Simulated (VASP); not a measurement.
Write the native input for VASP 6.6.1 that does the following.

```
Task                   : single point
Functional             : PBEsol
Potentials or basis    : VASP PAW PBE potentials, release 64 (Bi_d, Te, Se)
Cutoff                 : 520 eV
k mesh                 : 6 × 6 × 6
Occupations            : gaussian, width 0.01 eV
Spin                   : no spin polarisation
Dipole correction      : no
Further INCAR settings : ALGO = Normal; EDIFF = 1e-06; NBANDS = 32
```

The structure of Bi2TeSe2 lies in POSCAR:

```
Bi2TeSe2
1.0
   10.5353350000      0.0000000000      0.0000000000
    9.6806722838      4.1566654539      0.0000000000
    9.6806722838      1.9904680231      3.6490964285
Bi Te Se
2 1 2
Direct
    0.6065120000      0.6065120000      0.6065120000
    0.3967910000      0.3967910000      0.3967910000
    0.2149590000      0.2149590000      0.2149590000
    0.0024260000      0.0024260000      0.0024260000
    0.7793120000      0.7793120000      0.7793120000
```

The input as run:

INCAR

```
  PREC = Accurate
  ENCUT = 520
  EDIFF = 1E-6
  ISMEAR = 0
  SIGMA = 0.01
  LREAL = False
  LASPH = True
  NELM = 80
  ALGO = Normal
  ISIF = 2
  LWAVE = False
  LCHARG = False
  GGA = PS
  NBANDS = 32
```

KPOINTS

```
Automatic mesh
0
Gamma
  6 6 6
```

Potentials or basis: VASP PAW PBE potentials, release 64 (Bi_d, Te, Se).

Run with:

```sh
$ cat potpaw_PBE.64/Bi_d/POTCAR potpaw_PBE.64/Te/POTCAR potpaw_PBE.64/Se/POTCAR > POTCAR
$ mpirun -np 1 vasp_std > vasp.out
```

It gave:

```yaml
Pressure: -1.4 GPa
Largest_force: 0.117 eV/Å
Band_gap_on_the_k_mesh: 0.51 eV, direct
```

Caveat: the PAW data sets were made with another functional, which shifts forces and pressure a little; spin-orbit coupling is left out, which moves the levels of the heavy elements.

It took 15 min on 1 thread of Intel(R) Xeon(R) Platinum 8488C (Sapphire Rapids), on a shared host, peak memory 0.99 GiB.
